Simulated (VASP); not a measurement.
# Mn (Im-3m) in VASP: settings compared

Aim: see how the results for Mn move with the level of theory and the settings. Levels: PBE+U, PBE+D3(BJ)+U. Tasks: single point.

All numbers are computed with VASP 6.6.1; they aren't measurements. Logs are shortened: lines on timing, memory, paths and dates and some standing lists are left out, and cuts for length are marked.

**1. The cell of the first run**

Symmetry: Im-3m, No. 229, cubic system. The conventional cell has a = 2.787 Å, b = 2.787 Å, c = 2.787 Å, α = 90.00°, β = 90.00°, γ = 90.00°. Mn (site symmetry m-3m) has 14 Mn at 2.41 to 2.79 Å within 3.2 Å.

This isn't the form of Mn at room conditions, which is a 58-atom cubic cell.

**2. Single point, PBE+U, collinear spin, ferromagnetic start**

Input file INCAR:

```
PREC = Accurate
ENCUT = 500
EDIFF = 1E-6
ISMEAR = 0
SIGMA = 0.1
LREAL = F
LASPH = T
NELM = 200
ALGO = Normal
ISIF = 2
LWAVE = F
LCHARG = F
ISPIN = 2
MAGMOM = 0.76
LORBIT = 11
LMAXMIX = 4
LDAU = T
LDAUTYPE = 2
LDAUL = 2
LDAUU = 3.5
LDAUJ = 0
LDAUPRINT = 1
GGA = PE
NBANDS = 16
GGA_COMPAT = F
```

Input file KPOINTS:

```
Automatic mesh
0
Gamma
  8 8 8
```

Input file POSCAR:

```
Mn
1.0
   -1.3932737400      1.3932737400      1.3932737400
    1.3932737400     -1.3932737400      1.3932737400
    1.3932737400      1.3932737400     -1.3932737400
Mn
1
Direct
    0.0000000000      0.0000000000      0.0000000000
```

Potentials or basis: VASP PAW PBE potentials, release 64 (Mn_pv).

On the command line:

```
> cat potpaw_PBE.64/Mn_pv/POTCAR > POTCAR
> mpirun -np 1 vasp_std > vasp.out
```

OUTCAR:

```text
PREC = Accurate
   ENCUT = 500
   EDIFF = 1E-6
   ISMEAR = 0
   LREAL = F
   LASPH = T
   NELM = 200
   ISIF = 2
   ISPIN = 2
   LORBIT = 11
   GGA = PE

 ion  position               nearest neighbor table
   1  0.000  0.000  0.000-

  LATTYP: Found a body centered cubic cell.
 ALAT       =     2.7865474800

  Lattice vectors:

 A1 = (  -1.3932737400,   1.3932737400,   1.3932737400)
 A2 = (   1.3932737400,  -1.3932737400,   1.3932737400)
 A3 = (   1.3932737400,   1.3932737400,  -1.3932737400)

Analysis of symmetry for initial positions (statically):
=====================================================================
 Subroutine PRICEL returns:
 Original cell was already a primitive cell.

 Routine SETGRP: Setting up the symmetry group for a
 body centered cubic supercell.

 Subroutine GETGRP returns: Found 48 space group operations
 (whereof 48 operations were pure point group operations)
 out of a pool of 48 trial point group operations.

The static configuration has the point symmetry O_h .

Analysis of symmetry for dynamics (positions and initial velocities):
=====================================================================
 Subroutine PRICEL returns:
 Original cell was already a primitive cell.

 Routine SETGRP: Setting up the symmetry group for a
 body centered cubic supercell.

 Subroutine GETGRP returns: Found 48 space group operations
 (whereof 48 operations were pure point group operations)
 out of a pool of 48 trial point group operations.

The dynamic configuration has the point symmetry O_h .

Analysis of structural, dynamic, and magnetic symmetry:
=====================================================================
 Subroutine PRICEL returns:
 Original cell was already a primitive cell.

 Routine SETGRP: Setting up the symmetry group for a
 body centered cubic supercell.

 Subroutine GETGRP returns: Found 48 space group operations
 (whereof 48 operations were pure point group operations)
 out of a pool of 48 trial point group operations.

The overall configuration has the point symmetry O_h .

 Subroutine INISYM returns: Found 48 space group operations
 (whereof 48 operations are pure point group operations),
 and found     1 'primitive' translations

----------------------------------------------------------------------------------------

                                     Primitive cell

  volume of cell :      10.8186

  direct lattice vectors                    reciprocal lattice vectors
    -1.393273740  1.393273740  1.393273740     0.000000000  0.358867024  0.358867024
     1.393273740 -1.393273740  1.393273740     0.358867024  0.000000000  0.358867024
     1.393273740  1.393273740 -1.393273740     0.358867024  0.358867024  0.000000000

  length of vectors
     2.413220907  2.413220907  2.413220907     0.507514612  0.507514612  0.507514612

  position of ions in fractional coordinates (direct lattice)
     0.000000000  0.000000000  0.000000000

  ion indices of the primitive-cell ions
   primitive index   ion index
                 1           1

----------------------------------------------------------------------------------------

 KPOINTS: Automatic mesh

Automatic generation of k-mesh.
 Grid dimensions read from file:
 generate k-points for:    8    8    8

 Generating k-lattice:

  Cartesian coordinates                     Fractional coordinates (reciprocal lattice)
     0.000000000  0.044858378  0.044858378     0.125000000  0.000000000  0.000000000
     0.044858378  0.000000000  0.044858378     0.000000000  0.125000000  0.000000000
     0.044858378  0.044858378  0.000000000     0.000000000  0.000000000  0.125000000

  Length of vectors
     0.063439326  0.063439326  0.063439326

  Shift w.r.t. Gamma in fractional coordinates (k-lattice)
     0.000000000  0.000000000  0.000000000

 Subroutine IBZKPT returns following result:
 ===========================================

 Found     29 irreducible k-points:

 Following reciprocal coordinates:
            Coordinates               Weight
  0.000000  0.000000  0.000000      1.000000
  0.125000  0.000000  0.000000     12.000000
  0.250000  0.000000  0.000000     12.000000
  0.375000  0.000000  0.000000     12.000000
  0.500000  0.000000  0.000000      6.000000
  0.125000  0.125000  0.000000     24.000000
[... 16 lines left out ...]
 -0.250000  0.250000  0.250000      6.000000
 -0.375000  0.375000  0.250000     24.000000
 [... further k-points ...]
   k-points           NKPTS =     29   k-points in BZ     NKDIM =     29   number of bands    NBANDS=     16
   number of dos      NEDOS =    301   number of ions     NIONS =      1
   total plane-waves  NPLWV =   5832
   dimension x,y,z NGX =    18 NGY =   18 NGZ =   18
   dimension x,y,z NGXF=    36 NGYF=   36 NGZF=   36
   ions per type =               1
   NGX,Y,Z   is equivalent  to a cutoff of  12.40, 12.40, 12.40 a.u.
   NGXF,Y,Z  is equivalent  to a cutoff of  24.80, 24.80, 24.80 a.u.
 SYSTEM =  unknown system
   PREC   = accura    normal or accurate (medium, high low for compatibility)
   ISTART =      0    job   : 0-new  1-cont  2-samecut
   ICHARG =      2    charge: 1-file 2-atom 10-const
   ISPIN  =      2    spin polarized calculation?
   LNONCOLLINEAR =      F non collinear calculations
   LSORBIT =      F    spin-orbit coupling
   LASPH  =      T    aspherical Exc in radial PAW
   ENCUT  =  500.0 eV  36.75 Ry    6.06 a.u.   4.40  4.40  4.40*2*pi/ulx,y,z
   NELM   =    200;   NELMIN=  2; NELMDL= -5     # of ELM steps
   EDIFF  = 0.1E-05   stopping-criterion for ELM
   LREAL  =      F    real-space projection
   EDIFFG = 0.1E-04   stopping-criterion for IOM
   NSW    =      0    number of steps for IOM
   IBRION =     -1    ionic relax: 0-MD 1-quasi-New 2-CG
   NFREE  =      0    steps in history (QN), initial steepest desc. (CG)
   ISIF   =      2    stress and relaxation
   ISYM   =      2    0-nonsym 1-usesym 2-fastsym
   POTIM  = 0.5000    time-step for ionic-motion
   TEBEG  =    0.0;   TEEND  =   0.0 temperature during run
   PSTRESS=    0.0 pullay stress
   NELECT =      13.0000    total number of electrons
   NUPDOWN=      -1.0000    fix difference up-down
   EMIN   =  10.00;   EMAX   =-10.00  energy-range for DOS
   EFERMI =   0.00;   METHOD = LEGACY
   ISMEAR =     0;   SIGMA  =   0.10  broadening in eV -4-tet -1-fermi 0-gaus
   EFERMI_NEDOS =   21; number of points for ismear=-14 and -15
   IALGO  =     38    algorithm
   IMIX   =      4    mixing-type and parameters
     AMIX     =   0.40;   BMIX     =  1.00
     AMIX_MAG =   1.60;   BMIX_MAG =  1.00
  volume/ion in A,a.u.               =      10.82        73.01
  Fermi-wavevector in a.u.,A,eV,Ry     =   1.740468  3.289009 41.215184  3.029231
  Thomas-Fermi vector in A             =   2.813112
   LORBIT       =     11    0 simple, 1 ext, 2 COOP (PROOUT), +10 PAW based schemes
 LDA+U is selected, type is set to LDAUTYPE =  2
   angular momentum for each species LDAUL =     2
   U (eV)           for each species LDAUU =   3.5
   J (eV)           for each species LDAUJ =   0.0
   GGA     = PE    functional components
   LHFCALC =     F    Hartree Fock is set to
   AEXX    =    0.0000 exact exchange contribution
   IVDW    =     0    specifies the selected vdW correction
   LEPSILON=     F    determine dielectric tensor
   LRPA    =     F    only Hartree local field effects (RPA)
 spin polarized calculation
 Gauss-broadening in eV      SIGMA  =   0.10
  energy-cutoff  :      500.00
  volume of cell :       10.82
 maximum number of plane-waves:       285
 NGX is ok and might be reduce to    18
   NGX =  9   NGY =  9   NGZ =  9

atom =   1  type =  1  l = 2

 onsite density matrix

spin component  1

  0.6429  0.0000 -0.0000 -0.0000 -0.0000
  0.0000  0.6429 -0.0000  0.0000  0.0000
 -0.0000 -0.0000  0.6093  0.0000 -0.0000
 -0.0000  0.0000  0.0000  0.6429 -0.0000
 -0.0000  0.0000 -0.0000 -0.0000  0.6093

spin component  2

  0.5226 -0.0000  0.0000 -0.0000  0.0000
 -0.0000  0.5226 -0.0000 -0.0000 -0.0000
  0.0000 -0.0000  0.2344 -0.0000 -0.0000
 -0.0000 -0.0000 -0.0000  0.5226  0.0000
  0.0000 -0.0000 -0.0000  0.0000  0.2344

 occupancies and eigenvectors

  o =  0.2344  v =  0.0000  0.0000  0.0000  0.0000  0.0000  0.0000 -0.0000  0.9995  0.0000  0.0329      0.0000  0.0000  0.0000  0.0000  0.0000  0.0000  0.0000  0.0000  0.0000  0.0000
  o =  0.2344  v =  0.0000  0.0000  0.0000  0.0000  0.0000  0.0000  0.0000 -0.0329 -0.0000  0.9995      0.0000  0.0000  0.0000  0.0000  0.0000  0.0000  0.0000  0.0000  0.0000  0.0000
  o =  0.5226  v =  0.0000  0.0000  0.0000  0.0000  0.0000  1.0000  0.0000  0.0000  0.0000  0.0000      0.0000  0.0000  0.0000  0.0000  0.0000  0.0000  0.0000  0.0000  0.0000  0.0000
  o =  0.5226  v =  0.0000  0.0000  0.0000  0.0000  0.0000  0.0000  0.6848  0.0000 -0.7287 -0.0000      0.0000  0.0000  0.0000  0.0000  0.0000  0.0000  0.0000  0.0000  0.0000  0.0000
  o =  0.5226  v =  0.0000  0.0000  0.0000  0.0000  0.0000  0.0000 -0.7287 -0.0000 -0.6848 -0.0000      0.0000  0.0000  0.0000  0.0000  0.0000  0.0000  0.0000  0.0000  0.0000  0.0000
  o =  0.6093  v =  0.0000 -0.0000  1.0000  0.0000  0.0047  0.0000  0.0000  0.0000  0.0000  0.0000      0.0000  0.0000  0.0000  0.0000  0.0000  0.0000  0.0000  0.0000  0.0000  0.0000
  o =  0.6093  v =  0.0000  0.0000  0.0047 -0.0000 -1.0000  0.0000  0.0000  0.0000  0.0000  0.0000      0.0000  0.0000  0.0000  0.0000  0.0000  0.0000  0.0000  0.0000  0.0000  0.0000
  o =  0.6429  v =  1.0000  0.0000  0.0000  0.0000  0.0000  0.0000  0.0000  0.0000  0.0000  0.0000      0.0000  0.0000  0.0000  0.0000  0.0000  0.0000  0.0000  0.0000  0.0000  0.0000
  o =  0.6429  v =  0.0000  0.9974  0.0000 -0.0719  0.0000  0.0000  0.0000  0.0000  0.0000  0.0000      0.0000  0.0000  0.0000  0.0000  0.0000  0.0000  0.0000  0.0000  0.0000  0.0000
  o =  0.6429  v =  0.0000  0.0719 -0.0000  0.9974 -0.0000  0.0000  0.0000  0.0000  0.0000  0.0000      0.0000  0.0000  0.0000  0.0000  0.0000  0.0000  0.0000  0.0000  0.0000  0.0000

 number of electron      13.0000003 magnetization       1.0098326

 Free energy of the ion-electron system (eV)
  ---------------------------------------------------
  ext. energy  EPLUGINS =         0.00000000
  ---------------------------------------------------
  free energy    TOTEN  =        -4.81896532 eV

  energy without entropy =       -4.81044436  energy(sigma->0) =       -4.81470484

 E-fermi :  10.2550     XC(G=0): -13.9617

 val. band max:       10.2210110127   @ k =   0.3750   0.2500   0.0000
 cond. band min:      10.2678186140   @ k =   0.1250   0.1250   0.0000
 fundamental gap:      0.0468076013
 Fermi energy:        10.2550350720

 spin component 1

 k-point     1 :       0.0000    0.0000    0.0000
  band No.  band energies     occupation
      1     -37.7082      1.00000
      2     -37.7082      1.00000
      3     -37.7082      1.00000
      4       2.1235      1.00000
      5       8.4032      1.00000
      6       8.4032      1.00000
[... 8 lines left out ...]
     15      41.4307      0.00000
     16      45.2706      0.00000
[... 419 lines left out ...]
 k-point    24 :      -0.3750    0.3750    0.2500
  band No.  band energies     occupation
      1     -38.2521      1.00000
      2     -38.0466      1.00000
      3     -37.9774      1.00000
      4       6.2887      1.00000
      5       6.7957      1.00000
      6       8.9564      1.00000
[... 8 lines left out ...]
     15      43.6025      0.00000
     16      44.0394      0.00000

 [... further k-points ...]

 spin component 2

 k-point     1 :       0.0000    0.0000    0.0000
  band No.  band energies     occupation
      1     -36.4732      1.00000
      2     -36.4732      1.00000
      3     -36.4732      1.00000
      4       2.1498      1.00000
      5       9.5928      1.00000
      6       9.5928      1.00000
[... 8 lines left out ...]
     15      42.8902      0.00000
     16      45.9412      0.00000
[... 419 lines left out ...]
 k-point    24 :      -0.3750    0.3750    0.2500
  band No.  band energies     occupation
      1     -37.0447      1.00000
      2     -36.8276      1.00000
      3     -36.7554      1.00000
      4       7.5924      1.00000
      5       8.7861      1.00000
      6      10.0868      0.99133
[... 8 lines left out ...]
     15      44.3238      0.00000
     16      44.3897      0.00000

 [... further k-points ...]

------------------------ aborting loop because EDIFF is reached ----------------------------------------

  FORCE on cell =-STRESS in cart. coord.  units (eV):
  Direction    XX          YY          ZZ          XY          YZ          ZX
  --------------------------------------------------------------------------------------
  -------------------------------------------------------------------------------------
  Total        0.4753007      0.4753007      0.4753007     -0.0000000      0.0000000     -0.0000000
  in kB       70.3897992     70.3897992     70.3897992     -0.0000000      0.0000000     -0.0000000
  external PRESSURE =      70.3897992 kB  Pullay stress =       0.0000000 kB

 VOLUME and BASIS-vectors are now :
 -----------------------------------------------------------------------------
  energy-cutoff  :      500.00
  volume of cell :       10.82
      direct lattice vectors                 reciprocal lattice vectors
    -1.393273740  1.393273740  1.393273740     0.000000000  0.358867024  0.358867024
     1.393273740 -1.393273740  1.393273740     0.358867024  0.000000000  0.358867024
     1.393273740  1.393273740 -1.393273740     0.358867024  0.358867024  0.000000000

 POSITION                                       TOTAL-FORCE (eV/Angst)
 -----------------------------------------------------------------------------------
      0.00000      0.00000      0.00000        -0.000000      0.000000     -0.000000
 -----------------------------------------------------------------------------------
    total drift:                                0.000000      0.000000      0.000000

  FREE ENERGIE OF THE ION-ELECTRON SYSTEM (eV)
  ---------------------------------------------------
  free  energy   TOTEN  =        -4.8189653218 eV

  energy  without entropy=       -4.8104443598  energy(sigma->0) =       -4.81470484

 total charge

# of ion       s       p       d       tot
------------------------------------------
    1        0.416   6.407   5.150  11.974

 magnetization (x)

# of ion       s       p       d       tot
------------------------------------------
    1       -0.016  -0.052   1.111   1.043
```

Run time: 21 s. Hardware: 1 thread of Intel Xeon 6975P-C (Granite Rapids), shared host; peak memory 0.12 GiB.

Results:

```
Free energy                                           : -4.8190 eV
Pressure                                              : 7.0 GPa
Band gap on the k mesh                                : zero (filled and empty bands overlap)
Net moment                                            : 1.01 μB per cell
Site moments                                          : Mn +1.04 μB
Valence electrons inside the program's atomic spheres : Mn 11.97
```

Eigenvalues of the final occupation matrices:
| site | spin | trace | eigenvalues |
| --- | --- | --- | --- |
| site 1 d | 1 | 3.15 | 0.61 0.61 0.64 0.64 0.64 |
| site 1 d | 2 | 2.04 | 0.23 0.23 0.52 0.52 0.52 |

Caveat: the k points lie up to 0.40 Å⁻¹ apart, too coarse for converged energies and pressures of a metal; the U is typed as a test and isn't derived for this compound.

(Part 1 of 2 ends here.)

The gap in the log of VASP goes by the Fermi energy; the results here count the filled bands.